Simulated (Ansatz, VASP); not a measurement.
# Pd: VASP beside Ansatz

```
Pd
1.0
     0.00000    2.00325    1.94490
     2.00325    0.00000    1.94490
     2.00325    2.00325    0.00000
Pd
1
Direct
  0.00000 0.00000 0.00000
```

Change from the starting cell: equal xx and yy strain of +3 %, crystal datasets.

Alike in both runs: task electric field gradients; functional LDA; k mesh 18 × 18 × 18; occupations fermi-dirac, width 0.05 eV; no spin polarisation.

|  | VASP | Ansatz |
| --- | --- | --- |
| version | VASP 6.6.1 | Ansatz 0.2.0 |
| potentials or method | VASP PAW LDA potentials, release 64 (Pd), cutoff 520 eV | all-electron PAW with datasets made for the crystal, scalar-relativistic |

|  | VASP | Ansatz | Ansatz less VASP |
| --- | --- | --- | --- |
| pressure (GPa) | -16.9 | -17.1 | -0.26 |
| traceless stress, the component that is largest in VASP (GPa) | 0.81 | 0.82 | +0.003 |
| size of Vzz on the site where it differs most (V/Å²) | 3.5 | 5.0 | +1.52 |

LDA's correlation is that of Perdew and Zunger in VASP and of Perdew and Wang (1992) in Ansatz. Ansatz ran all-electron here, and VASP with PAW potentials.
